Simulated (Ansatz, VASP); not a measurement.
Given: the input of a run of Ansatz 0.2.0 on Ag.

File input.yaml:

```yaml
crystal:
  lattice:
    - [1.4531386801, 0.8389700082, 7.1072779285]
    - [-1.4531386801, 0.8389700082, 7.1072779285]
    - [0.0, -1.6779400162, 7.1072779285]
  atoms:
    - { symbol: Ag, position: [0.222281, 0.222281, 0.222281] }
    - { symbol: Ag, position: [0.777719, 0.777719, 0.777719] }
    - { symbol: Ag, position: [0.0, 0.0, 0.0] }
hamiltonian:
  xc: pbesol
  pseudopotentials: { kind: paw }
kpoints:
  mp_grid: { grid: [10, 10, 10] }
scf:
  occupations: { method: fermi_dirac, width: 0.05 }
output:
  forces: true
  stress: true
  eigenvalues: true
```

Potentials or basis: Ansatz PAW.

Command:

```sh
$ ansatz run input.yaml --threads 1 --pin off --max-ram 3584MiB --backend cpu --events-out ev --progress --plain --runs-dir out
```

Problem. Set up the same calculation for VASP 6.6.1. Potentials there: VASP PAW PBE potentials, release 64 (Ag).

Solution. As run (the cutoff follows the program's own potentials):

INCAR

```
SYSTEM = Ag
PREC     = Accurate       ! precision mode
ENCUT    = 520            ! plane-wave cutoff, eV
EDIFF    = 1E-6           ! SCF threshold, eV
ISMEAR   = -1             ! smearing method
SIGMA    = 0.05           ! smearing width, eV
LREAL    = .FALSE.        ! projectors in reciprocal space
LASPH    = .TRUE.         ! aspherical terms in the spheres
NELM     = 100            ! most SCF steps
ALGO     = Fast           ! electronic algorithm
ISIF     = 2              ! what is computed and relaxed
LWAVE    = .FALSE.        ! write WAVECAR
LCHARG   = .FALSE.        ! write CHGCAR
GGA      = PS             ! functional
NBANDS   = 24             ! bands
```

Contents of KPOINTS:

```
regular mesh
0
G
  10 10 10
  0 0 0
```

File POSCAR:

```
Ag
1.0
    1.4531386801      0.8389700082      7.1072779285
   -1.4531386801      0.8389700082      7.1072779285
    0.0000000000     -1.6779400162      7.1072779285
Ag
3
Direct
    0.2222810000      0.2222810000      0.2222810000
    0.7777190000      0.7777190000      0.7777190000
    0.0000000000      0.0000000000      0.0000000000
```

Potentials or basis: VASP PAW PBE potentials, release 64 (Ag).

Command:

```bash
$ cat potpaw_PBE.64/Ag/POTCAR > POTCAR
$ mpirun -np 1 vasp_std > vasp.out
```

Both were run:

|  | VASP | Ansatz | Ansatz less VASP |
| --- | --- | --- | --- |
| gap on the k mesh at the Fermi level (eV) | none | none | - |
| pressure (GPa) | -3.9 | -3.8 | +0.11 |
| traceless stress, the component that is largest in VASP (GPa) | -0.38 | -0.38 | +0.001 |

VASP's potentials were made for PBE, not for PBEsol. A gap of «none» marks a metal or a gap that the smearing closes. VASP's potentials hold 33 valence electrons a cell and Ansatz's 57, so a difference there can come from the potentials and not from the codes.
